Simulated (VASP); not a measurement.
# Cu (R-3m) in VASP: single point with PBE

Aim: the single point of Cu with PBE.

Program: VASP 6.6.1. These are calculated values, not measurements. Logs are shortened: lines on timing, memory, paths and dates and some standing lists are left out, and cuts for length are marked.

### 1 The cell of the first run

The structure is trigonal, space group R-3m (No. 166). The conventional cell has a = 3.483 Å, b = 3.483 Å, c = 8.531 Å, α = 90.00°, β = 90.00°, γ = 120.00°. Cu (site symmetry 3m) has 1 Cu at 1.62 Å within 2.2 Å.

### 2 Single point, PBE (shortest bond scaled by 0.76)

The input, INCAR:

```
PREC     = Accurate       # precision mode
ENCUT    = 700            # plane-wave cutoff, eV
EDIFF    = 1E-6           # SCF threshold, eV
ISMEAR   = -1             # smearing method
SIGMA    = 0.05           # smearing width, eV
LREAL    = F              # projectors in reciprocal space
LASPH    = T              # aspherical terms in the spheres
NELM     = 120            # most SCF steps
ALGO     = Normal         # electronic algorithm
ISIF     = 2              # what is computed and relaxed
LWAVE    = F              # write WAVECAR
LCHARG   = F              # write CHGCAR
GGA      = PE             # functional
NBANDS   = 26             # bands
GGA_COMPAT= F
```

The input, KPOINTS:

```
regular mesh
0
Gamma
  11 11 11
```

The input, POSCAR:

```
Cu
1.0
    0.0000000000      2.4627820114      2.4627820114
    2.4627820114      0.0000000000      2.4627820114
    2.4627820114      2.4627820114      0.0000000000
Cu
2
Direct
   -0.2150000000     -0.0950000000     -0.0950000000
    0.2150000000      0.0950000000      0.0950000000
```

Potentials or basis: VASP PAW PBE potentials, release 64 (Cu_sv_GW).

The run is started by

```console
cat potpaw_PBE.64/Cu_sv_GW/POTCAR > POTCAR
mpirun -np 1 vasp_std > vasp.out
```

OUTCAR:

```text
PREC = Accurate
   ENCUT = 700
   EDIFF = 1E-6
   ISMEAR = -1
   LREAL = F
   LASPH = T
   NELM = 120
   ISIF = 2
   GGA = PE

 ion  position               nearest neighbor table
   1  0.785  0.905  0.905-   2 1.62   2 2.35   2 2.35   2 2.35
   2  0.215  0.095  0.095-   1 1.62   1 2.35   1 2.35   1 2.35

  LATTYP: Found a face centered cubic cell.
 ALAT       =     4.9255640228

  Lattice vectors:

 A1 = (   0.0000000000,   2.4627820114,   2.4627820114)
 A2 = (   2.4627820114,   0.0000000000,   2.4627820114)
 A3 = (   2.4627820114,   2.4627820114,   0.0000000000)

Analysis of symmetry for initial positions (statically):
=====================================================================
 Subroutine PRICEL returns:
 Original cell was already a primitive cell.

 Routine SETGRP: Setting up the symmetry group for a
 face centered cubic supercell.

 Subroutine GETGRP returns: Found 12 space group operations
 (whereof  4 operations were pure point group operations)
 out of a pool of 48 trial point group operations.

The static configuration has the point symmetry C_2h.
 The point group associated with its full space group is D_3d.

Analysis of symmetry for dynamics (positions and initial velocities):
=====================================================================
 Subroutine PRICEL returns:
 Original cell was already a primitive cell.

 Routine SETGRP: Setting up the symmetry group for a
 face centered cubic supercell.

 Subroutine GETGRP returns: Found 12 space group operations
 (whereof  4 operations were pure point group operations)
 out of a pool of 48 trial point group operations.

The dynamic configuration has the point symmetry C_2h.
 The point group associated with its full space group is D_3d.

 Subroutine INISYM returns: Found 12 space group operations
 (whereof  4 operations are pure point group operations),
 and found     1 'primitive' translations

----------------------------------------------------------------------------------------

                                     Primitive cell

  volume of cell :      29.8750

  direct lattice vectors                    reciprocal lattice vectors
     0.000000000  2.462782011  2.462782011    -0.203022435  0.203022435  0.203022435
     2.462782011  0.000000000  2.462782011     0.203022435 -0.203022435  0.203022435
     2.462782011  2.462782011  0.000000000     0.203022435  0.203022435 -0.203022435

  length of vectors
     3.482899722  3.482899722  3.482899722     0.351645172  0.351645172  0.351645172

  position of ions in fractional coordinates (direct lattice)
     0.785000000  0.905000000  0.905000000
     0.215000000  0.095000000  0.095000000

  ion indices of the primitive-cell ions
   primitive index   ion index
                 1           1
                 2           2

----------------------------------------------------------------------------------------

 KPOINTS: regular mesh

Automatic generation of k-mesh.
 Grid dimensions read from file:
 generate k-points for:   11   11   11

 Generating k-lattice:

  Cartesian coordinates                     Fractional coordinates (reciprocal lattice)
    -0.018456585  0.018456585  0.018456585     0.090909091  0.000000000  0.000000000
     0.018456585 -0.018456585  0.018456585     0.000000000  0.090909091  0.000000000
     0.018456585  0.018456585 -0.018456585     0.000000000  0.000000000  0.090909091

  Length of vectors
     0.031967743  0.031967743  0.031967743

  Shift w.r.t. Gamma in fractional coordinates (k-lattice)
     0.000000000  0.000000000  0.000000000

 Subroutine IBZKPT returns following result:
 ===========================================

 Found    146 irreducible k-points:

 Following reciprocal coordinates:
            Coordinates               Weight
  0.000000  0.000000  0.000000      1.000000
  0.090909  0.000000  0.000000      2.000000
  0.000000  0.090909  0.000000      6.000000
  0.181818  0.000000  0.000000      2.000000
  0.000000  0.181818  0.000000      6.000000
  0.272727  0.000000  0.000000      2.000000
[... 16 lines left out ...]
  0.000000  0.454545  0.090909     12.000000
  0.090909  0.000000  0.454545      6.000000
 [... further k-points ...]
   k-points           NKPTS =    146   k-points in BZ     NKDIM =    146   number of bands    NBANDS=     26
   number of dos      NEDOS =    301   number of ions     NIONS =      2
   total plane-waves  NPLWV =  27000
   dimension x,y,z NGX =    30 NGY =   30 NGZ =   30
   dimension x,y,z NGXF=    60 NGYF=   60 NGZF=   60
   ions per type =               2
   NGX,Y,Z   is equivalent  to a cutoff of  14.32, 14.32, 14.32 a.u.
   NGXF,Y,Z  is equivalent  to a cutoff of  28.64, 28.64, 28.64 a.u.
 SYSTEM =  unknown system
   PREC   = accura    normal or accurate (medium, high low for compatibility)
   ISTART =      0    job   : 0-new  1-cont  2-samecut
   ICHARG =      2    charge: 1-file 2-atom 10-const
   ISPIN  =      1    spin polarized calculation?
   LNONCOLLINEAR =      F non collinear calculations
   LSORBIT =      F    spin-orbit coupling
   LASPH  =      T    aspherical Exc in radial PAW
   ENCUT  =  700.0 eV  51.45 Ry    7.17 a.u.   7.51  7.51  7.51*2*pi/ulx,y,z
   NELM   =    120;   NELMIN=  2; NELMDL= -5     # of ELM steps
   EDIFF  = 0.1E-05   stopping-criterion for ELM
   LREAL  =      F    real-space projection
   EDIFFG = 0.1E-04   stopping-criterion for IOM
   NSW    =      0    number of steps for IOM
   IBRION =     -1    ionic relax: 0-MD 1-quasi-New 2-CG
   NFREE  =      0    steps in history (QN), initial steepest desc. (CG)
   ISIF   =      2    stress and relaxation
   ISYM   =      2    0-nonsym 1-usesym 2-fastsym
   POTIM  = 0.5000    time-step for ionic-motion
   TEBEG  =    0.0;   TEEND  =   0.0 temperature during run
   PSTRESS=    0.0 pullay stress
   NELECT =      38.0000    total number of electrons
   NUPDOWN=      -1.0000    fix difference up-down
   EMIN   =  10.00;   EMAX   =-10.00  energy-range for DOS
   EFERMI =   0.00;   METHOD = LEGACY
   ISMEAR =    -1;   SIGMA  =   0.05  broadening in eV -4-tet -1-fermi 0-gaus
   EFERMI_NEDOS =   21; number of points for ismear=-14 and -15
   IALGO  =     38    algorithm
   IMIX   =      4    mixing-type and parameters
     AMIX     =   0.40;   BMIX     =  1.00
     AMIX_MAG =   1.60;   BMIX_MAG =  1.00
  volume/ion in A,a.u.               =      14.94       100.80
  Fermi-wavevector in a.u.,A,eV,Ry     =   1.773781  3.351961 42.808009  3.146300
  Thomas-Fermi vector in A             =   2.839906
   LORBIT       =      0    0 simple, 1 ext, 2 COOP (PROOUT), +10 PAW based schemes
   GGA     = PE    functional components
   LHFCALC =     F    Hartree Fock is set to
   AEXX    =    0.0000 exact exchange contribution
   IVDW    =     0    specifies the selected vdW correction
   LEPSILON=     F    determine dielectric tensor
   LRPA    =     F    only Hartree local field effects (RPA)
 non-spin polarized calculation
  energy-cutoff  :      700.00
  volume of cell :       29.88
 maximum number of plane-waves:      1277
 NGX is ok and might be reduce to    30
   NGX = 15   NGY = 15   NGZ = 15

 number of electron      38.0000003 magnetization

 Free energy of the ion-electron system (eV)
  ---------------------------------------------------
  ext. energy  EPLUGINS =         0.00000000
  ---------------------------------------------------
  free energy    TOTEN  =        -0.85797894 eV

  energy without entropy =       -0.85393081  energy(sigma->0) =       -0.85595488

 E-fermi :   5.0987     XC(G=0): -11.5754

 val. band max:        5.0628451145   @ k =   0.0000   0.4545   0.0000
 cond. band min:       5.1514010317   @ k =   0.1818   0.0000  -0.4545
 fundamental gap:      0.0885559173
 Fermi energy:         5.0987372473

 k-point     1 :       0.0000    0.0000    0.0000
  band No.  band energies     occupation
      1    -108.1879      2.00000
      2    -107.6561      2.00000
      3     -66.8482      2.00000
      4     -65.2326      2.00000
      5     -65.2326      2.00000
      6     -65.0102      2.00000
[... 18 lines left out ...]
     25      18.2539      0.00000
     26      20.4944      0.00000

 k-point     2 :       0.0909    0.0000    0.0000
  band No.  band energies     occupation
      1    -108.1865      2.00000
      2    -107.6581      2.00000
      3     -66.8456      2.00000
      4     -65.2390      2.00000
      5     -65.2390      2.00000
      6     -65.0038      2.00000
[... 18 lines left out ...]
     25      18.5276      0.00000
     26      21.4568      0.00000

 k-point     3 :       0.0000    0.0909    0.0000
  band No.  band energies     occupation
      1    -108.1877      2.00000
      2    -107.6568      2.00000
      3     -66.8472      2.00000
      4     -65.2381      2.00000
      5     -65.2322      2.00000
      6     -65.0107      2.00000
[... 18 lines left out ...]
     25      19.8489      0.00000
     26      20.4632      0.00000

 k-point     4 :       0.1818    0.0000    0.0000
  band No.  band energies     occupation
      1    -108.1828      2.00000
      2    -107.6627      2.00000
      3     -66.8367      2.00000
      4     -65.2551      2.00000
      5     -65.2551      2.00000
      6     -64.9884      2.00000
[... 18 lines left out ...]
     25      19.5363      0.00000
     26      20.9308      0.00000
[... 496 lines left out ...]
      1    -108.1696      2.00000
      2    -107.6754      2.00000
      3     -66.8082      2.00000
      4     -65.2971      2.00000
      5     -65.2899      2.00000
      6     -64.9532      2.00000
[... 18 lines left out ...]
     25      19.7381      0.00000
     26      20.1746      0.00000

 k-point    23 :       0.0000    0.4545    0.0909
  band No.  band energies     occupation
      1    -108.1809      2.00000
      2    -107.6634      2.00000
      3     -66.8337      2.00000
      4     -65.2847      2.00000
      5     -65.2304      2.00000
      6     -65.0139      2.00000
[... 18 lines left out ...]
     25      19.2513      0.00000
     26      19.6459      0.00000

 k-point    24 :       0.0909    0.0000    0.4545
  band No.  band energies     occupation
      1    -108.1814      2.00000
      2    -107.6629      2.00000
      3     -66.8348      2.00000
      4     -65.2772      2.00000
      5     -65.2357      2.00000
      6     -65.0082      2.00000
[... 18 lines left out ...]
     25      18.9295      0.00000
     26      20.0387      0.00000

 [... further k-points ...]

------------------------ aborting loop because EDIFF is reached ----------------------------------------

  FORCE on cell =-STRESS in cart. coord.  units (eV):
  Direction    XX          YY          ZZ          XY          YZ          ZX
  --------------------------------------------------------------------------------------
  -------------------------------------------------------------------------------------
  Total       12.0621789     12.0621789     12.0621789    -13.0894278     13.0894278    -13.0894278
  in kB      646.8870169    646.8870169    646.8870169   -701.9777207    701.9777207   -701.9777207
  external PRESSURE =     646.8870169 kB  Pullay stress =       0.0000000 kB

 VOLUME and BASIS-vectors are now :
 -----------------------------------------------------------------------------
  energy-cutoff  :      700.00
  volume of cell :       29.88
      direct lattice vectors                 reciprocal lattice vectors
     0.000000000  2.462782011  2.462782011    -0.203022435  0.203022435  0.203022435
     2.462782011  0.000000000  2.462782011     0.203022435 -0.203022435  0.203022435
     2.462782011  2.462782011  0.000000000     0.203022435  0.203022435 -0.203022435

 POSITION                                       TOTAL-FORCE (eV/Angst)
 -----------------------------------------------------------------------------------
      4.45764      4.16210      4.16210       -13.644303     13.644303     13.644303
      0.46793      0.76346      0.76346        13.644303    -13.644303    -13.644303
 -----------------------------------------------------------------------------------
    total drift:                                0.000000      0.000000     -0.000000

  FREE ENERGIE OF THE ION-ELECTRON SYSTEM (eV)
  ---------------------------------------------------
  free  energy   TOTEN  =        -0.8579789445 eV

  energy  without entropy=       -0.8539308081  energy(sigma->0) =       -0.85595488
```

It took 3.7 min on 1 thread of Intel Xeon Platinum 8259CL at 2.50GHz (Skylake/Cascade Lake), shared host; peak memory 0.3 GiB.

Results:

| Item | Value |
| --- | --- |
| Free energy | -0.8580 eV |
| Pressure | 64.7 GPa |
| Largest force | 23.633 eV/Å |
| Band gap on the k mesh | zero (bands 19 and 20 overlap by 0.67 eV) |

Forces in eV/Å, atoms in the order of the input:
```
Cu  -13.644  13.644  13.644
Cu   13.644 -13.644 -13.644
```

Stress tensor (GPa, compression positive):
```
 64.69 -70.20 -70.20
-70.20  64.69  70.20
-70.20  70.20  64.69
```

Levels at points of the mesh, in eV from the Fermi level:
| k point | band 15 | band 16 | band 17 | band 18 | band 19 | band 20 | band 21 | band 22 | band 23 | band 24 |
| --- | --- | --- | --- | --- | --- | --- | --- | --- | --- | --- |
| (0.00, 0.00, 0.00) | -2.46 | -2.46 | -2.07 | -1.58 | -1.58 | 9.90 | 11.22 | 11.22 | 12.62 | 12.62 |

Caveat: the cell differs from its parent crystal (shortest bond scaled by 0.76); atoms lie so close that the PAW spheres overlap strongly, which falsifies energies and pressures; the cell stands under pressure; forces of over 1 eV/Å act on the atoms, so gaps and moduli don't describe the material at rest.
